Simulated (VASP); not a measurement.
H6Os:

```
H Os
1.0
     0.00000    3.72761    3.72761
     3.72761    0.00000    3.72761
     3.72761    3.72761    0.00000
H Os
6 1
Direct
  0.75000 0.25000 0.25000
  0.25000 0.75000 0.75000
  0.25000 0.75000 0.25000
  0.75000 0.25000 0.75000
  0.25000 0.25000 0.75000
  0.75000 0.75000 0.25000
  0.00000 0.00000 0.00000
```

* Program: VASP 6.6.1
* Task: relaxation of cell and atoms
* Functional: PBE
* Potentials or basis: VASP PAW PBE potentials, release 64 (H, Os)
* Cutoff: 600 eV
* k mesh: 4 × 4 × 4
* Occupations: gaussian, width 0.1 eV
* Spin: no spin polarisation

At the start: pressure -10.5 GPa; volume 14.80 Å³/atom.

**Question.** How do energy, volume and symmetry change on relaxing?

**Answer.** Over 16 steps the energy falls by 384.8 meV/atom and the volume is 6.58 Å³/atom (-55.6 %); space group Fm-3m (No. 225, to 0.05 Å).

Step by step:
| step | energy change (eV) | largest force (eV/Å) | pressure (GPa) | volume (Å³) |
| --- | --- | --- | --- | --- |
| 1 | 0.0000 | 1.0778 | -10.53 | 103.59 |
| 2 | -0.8256 | 0.2247 | -3.99 | 89.69 |
| 3 | -0.8494 | 0.5377 | -2.25 | 87.47 |
| 4 | -0.9715 | 0.5473 | -2.56 | 84.13 |
| 5 | -1.3680 | 0.6031 | -3.16 | 74.64 |
| 6 | -2.1840 | 0.7691 | -1.37 | 57.86 |
| 7 | -0.8926 | 0.1860 | 58.50 | 32.23 |
| 8 | -2.1590 | 1.5269 | 8.13 | 51.32 |
| 9 | -2.1989 | 1.5171 | 22.45 | 41.04 |
| 10 | -2.2338 | 1.3675 | 22.36 | 40.63 |
| 11 | -2.2823 | 0.9150 | 22.59 | 39.41 |
| 12 | -2.3287 | 0.8538 | 20.98 | 39.75 |
| 13 | -2.4496 | 0.6779 | 16.47 | 40.77 |
| 14 | -2.6143 | 0.3585 | 8.65 | 42.86 |
| 15 | -2.6813 | 0.1661 | -2.89 | 47.26 |
| 16 | -2.6937 | 0.0383 | -0.24 | 46.04 |

Final structure:
```xyz
7
Lattice="0.0000 2.8448 2.8448 2.8448 0.0000 2.8448 2.8448 2.8448 0.0000" Properties=species:S:1:pos:R:3 pbc="T T T"
H     1.7227    2.8448    2.8448
H     3.9668    2.8448    2.8448
H     2.8448    1.7227    2.8448
H     2.8448    3.9668    2.8448
H     2.8448    2.8448    1.7227
H     2.8448    2.8448    3.9668
Os    0.0000    0.0000    0.0000
```

Caveat: the k points lie up to 0.48 Å⁻¹ apart in the final cell; the volume moved by over 15 % at a fixed basis, so the end points are rough.
